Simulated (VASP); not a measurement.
# NbMo2S6 (P-6m2) in VASP: single point with PBE

Aim: the single point of NbMo2S6 with PBE.

Everything below comes from runs of VASP 6.6.1. Logs are shortened: lines on timing, memory, paths and dates and some standing lists are left out, and cuts for length are marked.

**1. The cell of the first run**

The structure is hexagonal, space group P-6m2 (No. 187). Conventional cell: a = 3.240 Å, b = 3.240 Å, c = 22.520 Å, α = 90.00°, β = 90.00°, γ = 120.00°. Within 3.2 Å of Nb (site symmetry -6m2) lie 6 S at 2.46 Å. Mo (site symmetry 3m) has 6 S at 2.43 Å within 3.2 Å. S (site symmetry 3m) has 3 Mo at 2.43 Å and 1 S at 3.09 Å within 3.2 Å. S (site symmetry 3m) has 3 Nb at 2.46 Å and 1 S at 3.20 Å within 3.2 Å. Within 3.2 Å of S (site symmetry 3m) lie 3 Mo at 2.43 Å and 1 S at 3.09 Å.

**2. Single point, PBE**

INCAR reads:

```
SYSTEM = NbMo2S6
ALGO = Normal
EDIFF = 1E-7
ENCUT = 520
GGA = PE
ISIF = 2
ISMEAR = 0
LASPH = .TRUE.
LCHARG = .FALSE.
LREAL = .FALSE.
LWAVE = .FALSE.
NBANDS = 48
NELM = 100
PREC = Accurate
SIGMA = 0.1
```

KPOINTS reads:

```
k-points
0
G
  12 12 2
  0 0 0
```

POSCAR reads:

```
NbMo2S6
1.0
    3.2397877958      0.0000000000      0.0000000000
   -1.6198938979      2.8057385340      0.0000000000
    0.0000000000      0.0000000000     22.5198500143
Nb Mo S
1 2 6
Direct
    0.0000000000      0.0000000000      0.0000000000
    0.0000000000      0.0000000000      0.6705062679
    0.0000000000      0.0000000000      0.3294937321
    0.3333333333      0.6666666667      0.7390875780
    0.3333333333      0.6666666667      0.0709765437
    0.3333333333      0.6666666667      0.3980885179
    0.3333333333      0.6666666667      0.9290234563
    0.3333333333      0.6666666667      0.2609124220
    0.3333333333      0.6666666667      0.6019114821
```

Potentials or basis: VASP PAW PBE potentials, release 64 (Nb_sv, Mo_sv, S).

Started as:

```console
$ cat potpaw_PBE.64/Nb_sv/POTCAR potpaw_PBE.64/Mo_sv/POTCAR potpaw_PBE.64/S/POTCAR > POTCAR
$ mpirun -np 1 vasp_std > vasp.out
```

OUTCAR:

```text
SYSTEM = NbMo2S6
   EDIFF = 1E-7
   ENCUT = 520
   GGA = PE
   ISIF = 2
   ISMEAR = 0
   LASPH = .TRUE.
   LREAL = .FALSE.
   NELM = 100
   PREC = Accurate

 ion  position               nearest neighbor table
   1  0.000  0.000  0.000-   5 2.46   7 2.46   5 2.46   7 2.46   5 2.46   7 2.46
   2  0.000  0.000  0.671-   4 2.43   4 2.43   4 2.43   9 2.43   9 2.43   9 2.43
   3  0.000  0.000  0.329-   8 2.43   8 2.43   8 2.43   6 2.43   6 2.43   6 2.43
   4  0.333  0.667  0.739-   2 2.43   2 2.43   2 2.43
   5  0.333  0.667  0.071-   1 2.46   1 2.46   1 2.46
   6  0.333  0.667  0.398-   3 2.43   3 2.43   3 2.43
   7  0.333  0.667  0.929-   1 2.46   1 2.46   1 2.46
   8  0.333  0.667  0.261-   3 2.43   3 2.43   3 2.43
   9  0.333  0.667  0.602-   2 2.43   2 2.43   2 2.43

  LATTYP: Found a hexagonal cell.
 ALAT       =     3.2397877958
 C/A-ratio  =     6.9510262504

  Lattice vectors:

 A1 = (   3.2397877958,   0.0000000000,   0.0000000000)
 A2 = (  -1.6198938979,   2.8057385340,   0.0000000000)
 A3 = (   0.0000000000,   0.0000000000,  22.5198500143)

Analysis of symmetry for initial positions (statically):
=====================================================================
 Subroutine PRICEL returns:
 Original cell was already a primitive cell.

 Routine SETGRP: Setting up the symmetry group for a
 hexagonal supercell.

 Subroutine GETGRP returns: Found 12 space group operations
 (whereof 12 operations were pure point group operations)
 out of a pool of 24 trial point group operations.

The static configuration has the point symmetry D_3h.

Analysis of symmetry for dynamics (positions and initial velocities):
=====================================================================
 Subroutine PRICEL returns:
 Original cell was already a primitive cell.

 Routine SETGRP: Setting up the symmetry group for a
 hexagonal supercell.

 Subroutine GETGRP returns: Found 12 space group operations
 (whereof 12 operations were pure point group operations)
 out of a pool of 24 trial point group operations.

The dynamic configuration has the point symmetry D_3h.

 Subroutine INISYM returns: Found 12 space group operations
 (whereof 12 operations are pure point group operations),
 and found     1 'primitive' translations

----------------------------------------------------------------------------------------

                                     Primitive cell

  volume of cell :     204.7054

  direct lattice vectors                    reciprocal lattice vectors
     3.239787796  0.000000000  0.000000000     0.308662191  0.178206199  0.000000000
    -1.619893898  2.805738534  0.000000000     0.000000000  0.356412398  0.000000000
     0.000000000  0.000000000 22.519850014     0.000000000  0.000000000  0.044405269

  length of vectors
     3.239787796  3.239787796 22.519850014     0.356412398  0.356412398  0.044405269

  position of ions in fractional coordinates (direct lattice)
     0.000000000  0.000000000  0.000000000
     0.000000000  0.000000000  0.670506268
     0.000000000  0.000000000  0.329493732
     0.333333333  0.666666667  0.739087578
     0.333333333  0.666666667  0.070976544
     0.333333333  0.666666667  0.398088518
     0.333333333  0.666666667  0.929023456
     0.333333333  0.666666667  0.260912422
     0.333333333  0.666666667  0.601911482

  ion indices of the primitive-cell ions
   primitive index   ion index
                 1           1
                 2           2
                 3           3
                 4           4
                 5           5
                 6           6
                 7           7
                 8           8
                 9           9

----------------------------------------------------------------------------------------

 KPOINTS: k-points

Automatic generation of k-mesh.
 Grid dimensions read from file:
 generate k-points for:   12   12    2

 Generating k-lattice:

  Cartesian coordinates                     Fractional coordinates (reciprocal lattice)
     0.025721849  0.014850517  0.000000000     0.083333333  0.000000000  0.000000000
     0.000000000  0.029701033  0.000000000     0.000000000  0.083333333  0.000000000
     0.000000000  0.000000000  0.022202635     0.000000000  0.000000000  0.500000000

  Length of vectors
     0.029701033  0.029701033  0.022202635

  Shift w.r.t. Gamma in fractional coordinates (k-lattice)
     0.000000000  0.000000000  0.000000000

 Subroutine IBZKPT returns following result:
 ===========================================

 Found     38 irreducible k-points:

 Following reciprocal coordinates:
            Coordinates               Weight
  0.000000  0.000000  0.000000      1.000000
  0.083333 -0.000000  0.000000      6.000000
  0.166667 -0.000000  0.000000      6.000000
  0.250000 -0.000000  0.000000      6.000000
  0.333333 -0.000000  0.000000      6.000000
  0.416667 -0.000000  0.000000      6.000000
[... 16 lines left out ...]
  0.250000 -0.000000  0.500000      6.000000
  0.333333 -0.000000  0.500000      6.000000
 [... further k-points ...]
   k-points           NKPTS =     38   k-points in BZ     NKDIM =     38   number of bands    NBANDS=     48
   number of dos      NEDOS =    301   number of ions     NIONS =      9
   total plane-waves  NPLWV =  96768
   dimension x,y,z NGX =    24 NGY =   24 NGZ =  168
   dimension x,y,z NGXF=    48 NGYF=   48 NGZF=  336
   ions per type =               1   2   6
   NGX,Y,Z   is equivalent  to a cutoff of  12.32, 12.32, 12.40 a.u.
   NGXF,Y,Z  is equivalent  to a cutoff of  24.63, 24.63, 24.80 a.u.
 SYSTEM =  NbMo2S6
   PREC   = accura    normal or accurate (medium, high low for compatibility)
   ISTART =      0    job   : 0-new  1-cont  2-samecut
   ICHARG =      2    charge: 1-file 2-atom 10-const
   ISPIN  =      1    spin polarized calculation?
   LNONCOLLINEAR =      F non collinear calculations
   LSORBIT =      F    spin-orbit coupling
   LASPH  =      T    aspherical Exc in radial PAW
   ENCUT  =  520.0 eV  38.22 Ry    6.18 a.u.   6.02  6.02 41.87*2*pi/ulx,y,z
   NELM   =    100;   NELMIN=  2; NELMDL= -5     # of ELM steps
   EDIFF  = 0.1E-06   stopping-criterion for ELM
   LREAL  =      F    real-space projection
   EDIFFG = 0.1E-05   stopping-criterion for IOM
   NSW    =      0    number of steps for IOM
   IBRION =     -1    ionic relax: 0-MD 1-quasi-New 2-CG
   NFREE  =      0    steps in history (QN), initial steepest desc. (CG)
   ISIF   =      2    stress and relaxation
   ISYM   =      2    0-nonsym 1-usesym 2-fastsym
   POTIM  = 0.5000    time-step for ionic-motion
   TEBEG  =    0.0;   TEEND  =   0.0 temperature during run
   PSTRESS=    0.0 pullay stress
   NELECT =      77.0000    total number of electrons
   NUPDOWN=      -1.0000    fix difference up-down
   EMIN   =  10.00;   EMAX   =-10.00  energy-range for DOS
   EFERMI =   0.00;   METHOD = LEGACY
   ISMEAR =     0;   SIGMA  =   0.10  broadening in eV -4-tet -1-fermi 0-gaus
   EFERMI_NEDOS =   21; number of points for ismear=-14 and -15
   IALGO  =     38    algorithm
   IMIX   =      4    mixing-type and parameters
     AMIX     =   0.40;   BMIX     =  1.00
     AMIX_MAG =   1.60;   BMIX_MAG =  1.00
  volume/ion in A,a.u.               =      22.75       153.49
  Fermi-wavevector in a.u.,A,eV,Ry     =   1.181758  2.233199 19.001252  1.396553
  Thomas-Fermi vector in A             =   2.318026
   LORBIT       =      0    0 simple, 1 ext, 2 COOP (PROOUT), +10 PAW based schemes
   GGA     = PE    functional components
   LHFCALC =     F    Hartree Fock is set to
   AEXX    =    0.0000 exact exchange contribution
   IVDW    =     0    specifies the selected vdW correction
   LEPSILON=     F    determine dielectric tensor
   LRPA    =     F    only Hartree local field effects (RPA)
 non-spin polarized calculation
 Gauss-broadening in eV      SIGMA  =   0.10
  energy-cutoff  :      520.00
  volume of cell :      204.71
 maximum number of plane-waves:      5586
   NGX = 13   NGY = 13   NGZ = 83

 number of electron      77.0000006 magnetization

 Free energy of the ion-electron system (eV)
  ---------------------------------------------------
  ext. energy  EPLUGINS =         0.00000000
  ---------------------------------------------------
  free energy    TOTEN  =       -65.21577691 eV

  energy without entropy =      -65.20272830  energy(sigma->0) =      -65.20925261

 E-fermi :   4.4042     XC(G=0):  -9.1825

 val. band max:        4.3940815661   @ k =   0.4167   0.0833   0.5000
 cond. band min:       4.4824629540   @ k =   0.1667   0.0833   0.0000
 fundamental gap:      0.0883813879
 Fermi energy:         4.4041802193

 k-point     1 :       0.0000    0.0000    0.0000
  band No.  band energies     occupation
      1     -56.8184      2.00000
      2     -56.8184      2.00000
      3     -50.4052      2.00000
      4     -30.9232      2.00000
      5     -30.9232      2.00000
      6     -30.7794      2.00000
[... 40 lines left out ...]
     47       7.0288      0.00000
     48       7.6321      0.00000

 k-point     2 :       0.0833   -0.0000    0.0000
  band No.  band energies     occupation
      1     -56.8165      2.00000
      2     -56.8165      2.00000
      3     -50.4017      2.00000
      4     -30.9191      2.00000
      5     -30.9191      2.00000
      6     -30.8006      2.00000
[... 40 lines left out ...]
     47       6.9187      0.00000
     48       7.4934      0.00000

 k-point     3 :       0.1667   -0.0000    0.0000
  band No.  band energies     occupation
      1     -56.8111      2.00000
      2     -56.8111      2.00000
      3     -50.3924      2.00000
      4     -30.9079      2.00000
      5     -30.9079      2.00000
      6     -30.8583      2.00000
[... 1060 lines left out ...]
     47       7.3522      0.00000
     48       7.7454      0.00000

 k-point    24 :       0.3333   -0.0000    0.5000
  band No.  band energies     occupation
      1     -56.7963      2.00000
      2     -56.7963      2.00000
      3     -50.3667      2.00000
      4     -31.0131      2.00000
      5     -31.0131      2.00000
      6     -30.8772      2.00000
[... 40 lines left out ...]
     47       7.5845      0.00000
     48       8.0724      0.00000

 [... further k-points ...]
[... 5 lines left out ...]
  --------------------------------------------------------------------------------------
  -------------------------------------------------------------------------------------
  Total       -0.1958086     -0.1958086     -0.2444181      0.0000000      0.0000000      0.0000000
  in kB       -1.5325444     -1.5325444     -1.9129991      0.0000000      0.0000000      0.0000000
  external PRESSURE =      -1.6593626 kB  Pullay stress =       0.0000000 kB

 VOLUME and BASIS-vectors are now :
 -----------------------------------------------------------------------------
  energy-cutoff  :      520.00
  volume of cell :      204.71
      direct lattice vectors                 reciprocal lattice vectors
     3.239787796  0.000000000  0.000000000     0.308662191  0.178206199  0.000000000
    -1.619893898  2.805738534  0.000000000     0.000000000  0.356412398  0.000000000
     0.000000000  0.000000000 22.519850014     0.000000000  0.000000000  0.044405269

 POSITION                                       TOTAL-FORCE (eV/Angst)
 -----------------------------------------------------------------------------------
      0.00000      0.00000      0.00000         0.000000     -0.000000      0.000000
      0.00000      0.00000     15.09970        -0.000000      0.000000     -0.000550
      0.00000      0.00000      7.42015        -0.000000      0.000000      0.000550
     -0.00000      1.87049     16.64414         0.000000      0.000000     -0.010256
     -0.00000      1.87049      1.59838        -0.000000     -0.000000     -0.037157
     -0.00000      1.87049      8.96489        -0.000000     -0.000000     -0.010061
     -0.00000      1.87049     20.92147        -0.000000      0.000000      0.037157
     -0.00000      1.87049      5.87571         0.000000     -0.000000      0.010256
     -0.00000      1.87049     13.55496        -0.000000      0.000000      0.010061
 -----------------------------------------------------------------------------------
    total drift:                                0.000001     -0.000000     -0.000000

  FREE ENERGIE OF THE ION-ELECTRON SYSTEM (eV)
  ---------------------------------------------------
  free  energy   TOTEN  =       -65.2157769120 eV

  energy  without entropy=      -65.2027282985  energy(sigma->0) =      -65.20925261
```

Run time: 15 min. Hardware: 1 thread of Intel Xeon 6975P-C, shared host; peak memory 0.5 GiB.

Results:

* Free energy: -65.2158 eV
* Pressure: -0.2 GPa
* Largest force: 0.037 eV/Å

Forces on the atoms (eV/Å):
```
Nb   0.000  0.000  0.000
Mo   0.000  0.000 -0.001
Mo   0.000  0.000  0.001
S    0.000  0.000 -0.010
S    0.000  0.000 -0.037
S    0.000  0.000 -0.010
S    0.000  0.000  0.037
S    0.000  0.000  0.010
S    0.000  0.000  0.010
```

Caveat: this functional lacks dispersion, which binds the layers, so the pressure and a relaxed spacing across them are unreliable.
